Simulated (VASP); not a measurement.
# TiO2 in VASP: a series of runs

Aim: see how the results for TiO2 move with the level of theory and the settings. Levels: PBE, r2SCAN, HSE06. Tasks: single point.

Everything below comes from runs of VASP 6.6.1. Logs are shortened: lines on timing, memory, paths and dates and some standing lists are left out, and cuts for length are marked.

## Step 1: The cell of the first run

The structure is orthorhombic, space group Immm (No. 71). The conventional cell has a = 3.322 Å, b = 3.457 Å, c = 4.794 Å, α = 90.00°, β = 90.00°, γ = 90.00°. Within 2.7 Å of Ti (site symmetry mmm) lie 8 O at 2.05 to 2.10 Å. Within 2.7 Å of O (site symmetry mm2) lie 4 Ti at 2.05 to 2.10 Å and 6 O at 2.38 to 2.42 Å.

## Step 2: Single point, PBE (shear xy strain -4.0%)

Input file INCAR:

```
PREC = Accurate
ENCUT = 520
EDIFF = 1E-6
ISMEAR = -1
SIGMA = 0.02
LREAL = False
LASPH = True
NELM = 100
ALGO = Normal
ISIF = 2
LWAVE = False
LCHARG = False
GGA = PE
NBANDS = 19
```

Input file KPOINTS:

```
Automatic mesh
0
Gamma
  10 10 10
```

Input file POSCAR:

```
TiO2
1.0
   -0.0479365451      2.3968272525      2.3968272525
    2.3968272525     -0.0479365451      2.3968272525
    2.3488907075      2.3488907075      0.0000000000
Ti O
1 2
Direct
    0.0000000000      0.0000000000      0.0000000000
    0.2522379158      0.2522379158      0.2477620842
    0.7477620842      0.7477620842      0.7522379158
```

Potentials or basis: VASP PAW PBE potentials, release 64 (Ti_sv, O).

Run with:

```
$ cat potpaw_PBE.64/Ti_sv/POTCAR potpaw_PBE.64/O/POTCAR > POTCAR
$ mpirun -np 1 vasp_std > vasp.out
```

OUTCAR:

```text
PREC = Accurate
   ENCUT = 520
   EDIFF = 1E-6
   ISMEAR = -1
   LREAL = False
   LASPH = True
   NELM = 100
   ISIF = 2
   GGA = PE

 ion  position               nearest neighbor table
   1  0.000  0.000  0.000-   2 2.05   3 2.05   3 2.05   2 2.05   3 2.10   3 2.10   2 2.10   2 2.10

   2  0.252  0.252  0.248-   1 2.05   1 2.05   1 2.10   1 2.10
   3  0.748  0.748  0.752-   1 2.05   1 2.05   1 2.10   1 2.10

  LATTYP: Found a body centered orthorhombic cell.
 ALAT       =     3.3218330951
 B/A-ratio  =     1.0408163265
 C/A-ratio  =     1.4430750636

  Lattice vectors:

 A1 = (   0.0479365451,  -2.3968272525,  -2.3968272525)
 A2 = (  -0.0479365450,   2.3968272526,  -2.3968272525)
 A3 = (   2.3968272525,  -0.0479365451,   2.3968272525)

Analysis of symmetry for initial positions (statically):
=====================================================================
 Subroutine PRICEL returns:
 Original cell was already a primitive cell.

 Routine SETGRP: Setting up the symmetry group for a
 body centered orthorhombic supercell.

 Subroutine GETGRP returns: Found  8 space group operations
 (whereof  8 operations were pure point group operations)
 out of a pool of  8 trial point group operations.

The static configuration has the point symmetry D_2h.

Analysis of symmetry for dynamics (positions and initial velocities):
=====================================================================
 Subroutine PRICEL returns:
 Original cell was already a primitive cell.

 Routine SETGRP: Setting up the symmetry group for a
 body centered orthorhombic supercell.

 Subroutine GETGRP returns: Found  8 space group operations
 (whereof  8 operations were pure point group operations)
 out of a pool of  8 trial point group operations.

The dynamic configuration has the point symmetry D_2h.

 Subroutine INISYM returns: Found  8 space group operations
 (whereof  8 operations are pure point group operations),
 and found     1 'primitive' translations

----------------------------------------------------------------------------------------

                                     Primitive cell

  volume of cell :      27.5275

  direct lattice vectors                    reciprocal lattice vectors
    -0.047936545  2.396827253  2.396827253    -0.204518735  0.204518735  0.208609110
     2.396827253 -0.047936545  2.396827253     0.204518735 -0.204518735  0.208609110
     2.348890707  2.348890707  0.000000000     0.212866439  0.212866439 -0.208609110

  length of vectors
     3.389964553  3.389964553  3.321833095     0.356614059  0.356614059  0.366254013

  position of ions in fractional coordinates (direct lattice)
     0.000000000  0.000000000  0.000000000
     0.252237916  0.252237916  0.247762084
     0.747762084  0.747762084  0.752237916

  ion indices of the primitive-cell ions
   primitive index   ion index
                 1           1
                 2           2
                 3           3

----------------------------------------------------------------------------------------

 KPOINTS: Automatic mesh

Automatic generation of k-mesh.
 Grid dimensions read from file:
 generate k-points for:   10   10   10

 Generating k-lattice:

  Cartesian coordinates                     Fractional coordinates (reciprocal lattice)
    -0.020451874  0.020451874  0.020860911     0.100000000  0.000000000  0.000000000
     0.020451874 -0.020451874  0.020860911     0.000000000  0.100000000  0.000000000
     0.021286644  0.021286644 -0.020860911     0.000000000  0.000000000  0.100000000

  Length of vectors
     0.035661406  0.035661406  0.036625401

  Shift w.r.t. Gamma in fractional coordinates (k-lattice)
     0.000000000  0.000000000  0.000000000

 Subroutine IBZKPT returns following result:
 ===========================================

 Found    171 irreducible k-points:

 Following reciprocal coordinates:
            Coordinates               Weight
  0.000000  0.000000  0.000000      1.000000
  0.100000 -0.000000  0.000000      4.000000
  0.200000 -0.000000  0.000000      4.000000
  0.300000 -0.000000  0.000000      4.000000
  0.400000  0.000000  0.000000      4.000000
  0.500000  0.000000  0.000000      2.000000
[... 16 lines left out ...]
  0.300000  0.300000  0.000000      2.000000
  0.400000  0.300000  0.000000      4.000000
 [... further k-points ...]
   k-points           NKPTS =    171   k-points in BZ     NKDIM =    171   number of bands    NBANDS=     19
   number of dos      NEDOS =    301   number of ions     NIONS =      3
   total plane-waves  NPLWV =  21952
   dimension x,y,z NGX =    28 NGY =   28 NGZ =   28
   dimension x,y,z NGXF=    56 NGYF=   56 NGZF=   56
   ions per type =               1   2
   NGX,Y,Z   is equivalent  to a cutoff of  13.73, 13.73, 14.01 a.u.
   NGXF,Y,Z  is equivalent  to a cutoff of  27.46, 27.46, 28.03 a.u.
 SYSTEM =  unknown system
   PREC   = accura    normal or accurate (medium, high low for compatibility)
   ISTART =      0    job   : 0-new  1-cont  2-samecut
   ICHARG =      2    charge: 1-file 2-atom 10-const
   ISPIN  =      1    spin polarized calculation?
   LNONCOLLINEAR =      F non collinear calculations
   LSORBIT =      F    spin-orbit coupling
   LASPH  =      T    aspherical Exc in radial PAW
   ENCUT  =  520.0 eV  38.22 Ry    6.18 a.u.   6.30  6.30  6.18*2*pi/ulx,y,z
   NELM   =    100;   NELMIN=  2; NELMDL= -5     # of ELM steps
   EDIFF  = 0.1E-05   stopping-criterion for ELM
   LREAL  =      F    real-space projection
   EDIFFG = 0.1E-04   stopping-criterion for IOM
   NSW    =      0    number of steps for IOM
   IBRION =     -1    ionic relax: 0-MD 1-quasi-New 2-CG
   NFREE  =      0    steps in history (QN), initial steepest desc. (CG)
   ISIF   =      2    stress and relaxation
   ISYM   =      2    0-nonsym 1-usesym 2-fastsym
   POTIM  = 0.5000    time-step for ionic-motion
   TEBEG  =    0.0;   TEEND  =   0.0 temperature during run
   PSTRESS=    0.0 pullay stress
   NELECT =      24.0000    total number of electrons
   NUPDOWN=      -1.0000    fix difference up-down
   EMIN   =  10.00;   EMAX   =-10.00  energy-range for DOS
   EFERMI =   0.00;   METHOD = LEGACY
   ISMEAR =    -1;   SIGMA  =   0.02  broadening in eV -4-tet -1-fermi 0-gaus
   EFERMI_NEDOS =   21; number of points for ismear=-14 and -15
   IALGO  =     38    algorithm
   IMIX   =      4    mixing-type and parameters
     AMIX     =   0.40;   BMIX     =  1.00
     AMIX_MAG =   1.60;   BMIX_MAG =  1.00
  volume/ion in A,a.u.               =       9.18        61.92
  Fermi-wavevector in a.u.,A,eV,Ry     =   1.563951  2.955439 33.279064  2.445942
  Thomas-Fermi vector in A             =   2.666646
   LORBIT       =      0    0 simple, 1 ext, 2 COOP (PROOUT), +10 PAW based schemes
   GGA     = PE    functional components
   LHFCALC =     F    Hartree Fock is set to
   AEXX    =    0.0000 exact exchange contribution
   IVDW    =     0    specifies the selected vdW correction
   LEPSILON=     F    determine dielectric tensor
   LRPA    =     F    only Hartree local field effects (RPA)
 non-spin polarized calculation
  energy-cutoff  :      520.00
  volume of cell :       27.53
 maximum number of plane-waves:       759
 NGX is ok and might be reduce to    28
   NGX = 13   NGY = 13   NGZ = 13

 number of electron      23.9999999 magnetization

 Free energy of the ion-electron system (eV)
  ---------------------------------------------------
  ext. energy  EPLUGINS =         0.00000000
  ---------------------------------------------------
  free energy    TOTEN  =       -26.01207438 eV

  energy without entropy =      -26.01207438  energy(sigma->0) =      -26.01207438

 E-fermi :   7.7670     XC(G=0): -12.2463

 val. band max:        7.3967030894   @ k =   0.5000   0.5000   0.0000
 cond. band min:       8.5265289119   @ k =   0.0000   0.0000   0.0000
 fundamental gap:      1.1298258225
 Fermi energy:         7.7670238427

 k-point     1 :       0.0000    0.0000    0.0000
  band No.  band energies     occupation
      1     -50.3555      2.00000
      2     -26.4453      2.00000
      3     -26.4412      2.00000
      4     -26.4402      2.00000
      5     -12.3269      2.00000
      6      -8.4946      2.00000
[... 11 lines left out ...]
     18      15.0951      0.00000
     19      21.0781      0.00000

 k-point     2 :       0.1000   -0.0000    0.0000
  band No.  band energies     occupation
      1     -50.3534      2.00000
      2     -26.4649      2.00000
      3     -26.4482      2.00000
      4     -26.4432      2.00000
      5     -12.2106      2.00000
      6      -8.6351      2.00000
[... 11 lines left out ...]
     18      15.4294      0.00000
     19      21.1498      0.00000

 k-point     3 :       0.2000   -0.0000    0.0000
  band No.  band energies     occupation
      1     -50.3480      2.00000
      2     -26.5276      2.00000
      3     -26.4558      2.00000
      4     -26.4493      2.00000
      5     -11.8899      2.00000
      6      -8.9889      2.00000
[... 11 lines left out ...]
     18      16.2994      0.00000
     19      21.1560      0.00000

 k-point     4 :       0.3000   -0.0000    0.0000
  band No.  band energies     occupation
      1     -50.3413      2.00000
      2     -26.6036      2.00000
      3     -26.4651      2.00000
      4     -26.4569      2.00000
      5     -11.4441      2.00000
      6      -9.4248      2.00000
[... 11 lines left out ...]
     18      17.1748      0.00000
     19      21.2567      0.00000

 k-point     5 :       0.4000    0.0000    0.0000
  band No.  band energies     occupation
      1     -50.3359      2.00000
      2     -26.6639      2.00000
      3     -26.4727      2.00000
      4     -26.4630      2.00000
      5     -10.9870      2.00000
      6      -9.8370      2.00000
[... 11 lines left out ...]
     18      17.5555      0.00000
     19      21.6727      0.00000

 k-point     6 :       0.5000    0.0000    0.0000
  band No.  band energies     occupation
      1     -50.3338      2.00000
      2     -26.6867      2.00000
      3     -26.4756      2.00000
      4     -26.4653      2.00000
      5     -10.7295      2.00000
      6     -10.0692      2.00000
[... 11 lines left out ...]
     18      17.5966      0.00000
     19      21.9569      0.00000

 k-point     7 :       0.1000    0.1000    0.0000
  band No.  band energies     occupation
      1     -50.3525      2.00000
      2     -26.4682      2.00000
      3     -26.4522      2.00000
      4     -26.4479      2.00000
      5     -12.1658      2.00000
      6      -8.6839      2.00000
[... 11 lines left out ...]
     18      15.5180      0.00000
     19      21.4288      0.00000

 k-point     8 :       0.2000    0.1000    0.0000
  band No.  band energies     occupation
      1     -50.3480      2.00000
      2     -26.5168      2.00000
      3     -26.4606      2.00000
      4     -26.4533      2.00000
      5     -11.9077      2.00000
      6      -8.9606      2.00000
[... 256 lines left out ...]
 k-point    20 :      -0.4000    0.2000    0.0000
  band No.  band energies     occupation
      1     -50.3305      2.00000
      2     -26.6539      2.00000
      3     -26.5329      2.00000
      4     -26.4852      2.00000
      5     -10.5677      2.00000
      6     -10.0838      2.00000
[... 11 lines left out ...]
     18      18.2720      0.00000
     19      22.3146      0.00000

 k-point    21 :      -0.3000    0.2000    0.0000
  band No.  band energies     occupation
      1     -50.3339      2.00000
      2     -26.6179      2.00000
      3     -26.5352      2.00000
      4     -26.4757      2.00000
      5     -10.9084      2.00000
      6      -9.8132      2.00000
[... 11 lines left out ...]
     18      18.0815      0.00000
     19      21.9851      0.00000

 k-point    22 :      -0.2000    0.2000    0.0000
  band No.  band energies     occupation
      1     -50.3393      2.00000
      2     -26.5779      2.00000
      3     -26.5129      2.00000
      4     -26.4651      2.00000
      5     -11.3152      2.00000
      6      -9.4977      2.00000
[... 11 lines left out ...]
     18      17.5136      0.00000
     19      21.5337      0.00000

 k-point    23 :       0.3000    0.3000    0.0000
  band No.  band energies     occupation
      1     -50.3351      2.00000
      2     -26.6197      2.00000
      3     -26.4927      2.00000
      4     -26.4924      2.00000
      5     -11.1189      2.00000
      6      -9.5995      2.00000
[... 11 lines left out ...]
     18      17.3328      0.00000
     19      21.4077      0.00000

 k-point    24 :       0.4000    0.3000    0.0000
  band No.  band energies     occupation
      1     -50.3306      2.00000
      2     -26.6549      2.00000
      3     -26.5089      2.00000
      4     -26.5009      2.00000
      5     -10.7901      2.00000
      6      -9.8248      2.00000
[... 11 lines left out ...]
     18      17.9928      0.00000
     19      21.6375      0.00000

 [... further k-points ...]
[... 5 lines left out ...]
  --------------------------------------------------------------------------------------
  -------------------------------------------------------------------------------------
  Total        1.1980695      1.1980695      1.2021866      0.2530802     -0.0000000     -0.0000000
  in kB       69.7310409     69.7310409     69.9706669     14.7299851     -0.0000000     -0.0000000
  external PRESSURE =      69.8109162 kB  Pullay stress =       0.0000000 kB

 VOLUME and BASIS-vectors are now :
 -----------------------------------------------------------------------------
  energy-cutoff  :      520.00
  volume of cell :       27.53
      direct lattice vectors                 reciprocal lattice vectors
    -0.047936545  2.396827253  2.396827253    -0.204518735  0.204518735  0.208609110
     2.396827253 -0.047936545  2.396827253     0.204518735 -0.204518735  0.208609110
     2.348890707  2.348890707  0.000000000     0.212866439  0.212866439 -0.208609110

 POSITION                                       TOTAL-FORCE (eV/Angst)
 -----------------------------------------------------------------------------------
      0.00000      0.00000      0.00000         0.000000      0.000000      0.000000
      1.17445      1.17445      1.20914        -0.000000     -0.000000      0.034882
      3.52334      3.52334      3.58451         0.000000      0.000000     -0.034882
 -----------------------------------------------------------------------------------
    total drift:                                0.000000      0.000000      0.000000

  FREE ENERGIE OF THE ION-ELECTRON SYSTEM (eV)
  ---------------------------------------------------
  free  energy   TOTEN  =       -26.0120743774 eV

  energy  without entropy=      -26.0120743774  energy(sigma->0) =      -26.01207438
```

Run time: 3.3 min. Hardware: 1 thread of Intel Xeon 8259CL, shared host; peak memory 0.22 GiB.

Results:

| Property | Result |
| --- | --- |
| Free energy | -26.0121 eV |
| Pressure | 7.0 GPa |
| Largest force | 0.035 eV/Å |
| Band gap on the k mesh | 1.13 eV (least direct gap 1.84 eV) |

Forces on the atoms (eV/Å):
```
Ti   0.000  0.000  0.000
O    0.000  0.000  0.035
O    0.000  0.000 -0.035
```

Stress tensor (GPa, compression positive):
```
6.97 1.47 0.00
1.47 6.97 0.00
0.00 0.00 7.00
```

Caveat: the cell differs from its parent crystal (shear xy strain -4.0%); the cell stands under pressure.

## Step 3: Single point, r2SCAN (strain along [111] -0.5%)

Input file POSCAR:

```
TiO2
1.0
   -0.0079894242      2.3888378284      2.3888378284
    2.3888378284     -0.0079894242      2.3888378284
    2.3888378284      2.3888378284     -0.0079894242
Ti O
1 2
Direct
    0.0000000000      0.0000000000      0.0000000000
    0.2501981810      0.2501981810      0.2501981810
    0.7498018190      0.7498018190      0.7498018190
```

Input file INCAR.step1:

```
SYSTEM = TiO2
  PREC = Accurate
  ENCUT = 520
  ISMEAR = 0
  SIGMA = 0.01
  LREAL = .FALSE.
  LASPH = .TRUE.
  NELM = 100
  NBANDS = 19
  GGA = PE
  ALGO = Normal
  EDIFF = 1E-4
  LWAVE = .TRUE.
  LCHARG = .FALSE.
```

Input file INCAR.step2:

```
SYSTEM = TiO2
  PREC = Accurate
  ENCUT = 520
  EDIFF = 1E-6
  ISMEAR = 0
  SIGMA = 0.01
  LREAL = .FALSE.
  LASPH = .TRUE.
  NELM = 100
  ALGO = Normal
  ISIF = 2
  LWAVE = .FALSE.
  LCHARG = .FALSE.
  METAGGA = R2SCAN
  LMIXTAU = .TRUE.
  NBANDS = 19
  ISTART = 1
```

Input file KPOINTS:

```
regular mesh
0
G
  10 10 10
  0 0 0
```

Potentials or basis: VASP PAW PBE potentials, release 64 (Ti_sv, O).

Run with:

```
$ cat potpaw_PBE.64/Ti_sv/POTCAR potpaw_PBE.64/O/POTCAR > POTCAR
$ cp INCAR.step1 INCAR
$ mpirun -np 1 vasp_std > vasp.out
$ cp INCAR.step2 INCAR
$ mpirun -np 1 vasp_std > vasp.out
```

Run time: 7 min. Hardware: 1 thread of Intel Xeon 8259CL, shared host; peak memory 0.21 GiB.

It converged, with:

| Quantity | Value |
| --- | --- |
| Free energy | -34.0984 eV |
| Pressure | 3.0 GPa |
| Band gap on the k mesh | 1.55 eV (least direct gap 2.25 eV) |

Stress tensor (GPa, compression positive):
```
2.98 0.14 0.14
0.14 2.98 0.14
0.14 0.14 2.98
```

Levels at points of the mesh, in eV from the valence-band top:
| k point | band 8 | band 9 | band 10 | band 11 | band 12 | band 13 | band 14 | band 15 | band 16 | band 17 |
| --- | --- | --- | --- | --- | --- | --- | --- | --- | --- | --- |
| (0.00, 0.00, 0.00) | -6.23 | -6.21 | -0.93 | -0.91 | -0.91 | 1.55 | 1.55 | 5.75 | 5.75 | 5.77 |
| (0.50, 0.00, 0.00) | -5.07 | -3.50 | -3.36 | -2.65 | -2.62 | 1.86 | 1.87 | 3.18 | 5.36 | 5.37 |
| (0.50, 0.50, 0.00) | -4.80 | -4.78 | -2.18 | -2.14 | 0.00 | 2.25 | 2.27 | 3.22 | 4.49 | 4.53 |
| (0.50, 0.50, 0.50) | -5.08 | -3.51 | -3.38 | -2.64 | -2.64 | 1.87 | 1.87 | 3.22 | 5.35 | 5.35 |

Caveat: the cell differs from its parent crystal (strain along [111] -0.5%); the PAW data sets were made with another functional, which shifts forces and pressure a little.

## Step 4: Single point, r2SCAN (shear xy strain -4.0%)

Input file POSCAR:

```
TiO2
1.0
   -0.0479365451      2.3968272525      2.3968272525
    2.3968272525     -0.0479365451      2.3968272525
    2.3488907075      2.3488907075      0.0000000000
Ti O
1 2
Direct
    0.0000000000      0.0000000000      0.0000000000
    0.2522379158      0.2522379158      0.2477620842
    0.7477620842      0.7477620842      0.7522379158
```

Input file INCAR.step1:

```
SYSTEM = TiO2
PREC = Accurate ; ENCUT = 520
ISMEAR = 0 ; SIGMA = 0.01
LREAL = .False. ; LASPH = .True.
NELM = 80 ; NBANDS = 19
GGA = PE ; ALGO = Normal
EDIFF = 1E-4 ; LWAVE = .True.
LCHARG = .False.
```

Input file INCAR.step2:

```
SYSTEM = TiO2
PREC = Accurate ; ENCUT = 520
EDIFF = 1E-7 ; ISMEAR = 0
SIGMA = 0.01 ; LREAL = .False.
LASPH = .True. ; NELM = 80
ALGO = Normal ; ISIF = 2
LWAVE = .False. ; LCHARG = .False.
METAGGA = R2SCAN ; LMIXTAU = .True.
NBANDS = 19 ; ISTART = 1
```

Input file KPOINTS:

```
Automatic mesh
0
Gamma
  10 10 10
  0 0 0
```

Run with:

```
$ cat potpaw_PBE.64/Ti_sv/POTCAR potpaw_PBE.64/O/POTCAR > POTCAR
$ cp INCAR.step1 INCAR
$ mpirun -np 1 vasp_std > vasp.out
$ cp INCAR.step2 INCAR
$ mpirun -np 1 vasp_std > vasp.out
```

It took 11 min on 1 thread of Intel Xeon 8259CL, shared host; peak memory 0.23 GiB.

The run converged. Its results:

* Free energy: -34.0952 eV
* Pressure: 1.8 GPa
* Largest force: 0.012 eV/Å
* Band gap on the k mesh: 1.55 eV (least direct gap 2.24 eV)

Forces on the atoms (eV/Å):
```
Ti   0.000  0.000  0.000
O    0.000  0.000  0.012
O    0.000  0.000 -0.012
```

Stress tensor (GPa, compression positive):
```
1.77 1.63 0.00
1.63 1.77 0.00
0.00 0.00 1.79
```

Levels at points of the mesh, in eV from the valence-band top:
```csv
k point,band 9,band 10,band 11,band 12,band 13,band 14,band 15,band 16
"(0.00, 0.00, 0.00)",-6.12,-0.97,-0.91,-0.85,1.55,1.55,5.64,5.71
"(0.50, 0.00, 0.00)",-3.48,-3.30,-2.68,-2.53,1.80,1.89,3.04,5.34
"(0.50, 0.50, 0.00)",-4.59,-2.39,-1.89,0.00,2.24,2.26,3.19,4.25
"(0.00, 0.00, 0.50)",-3.51,-3.42,-2.70,-2.55,1.83,1.94,3.29,5.23
"(0.50, 0.00, 0.50)",-4.76,-2.16,-2.15,-0.01,2.24,2.27,3.16,4.49
```

Caveat: the cell differs from its parent crystal (shear xy strain -4.0%); the PAW data sets were made with another functional, which shifts forces and pressure a little. A k mesh can miss the band edges.

(Continued in part 2 of 2.)
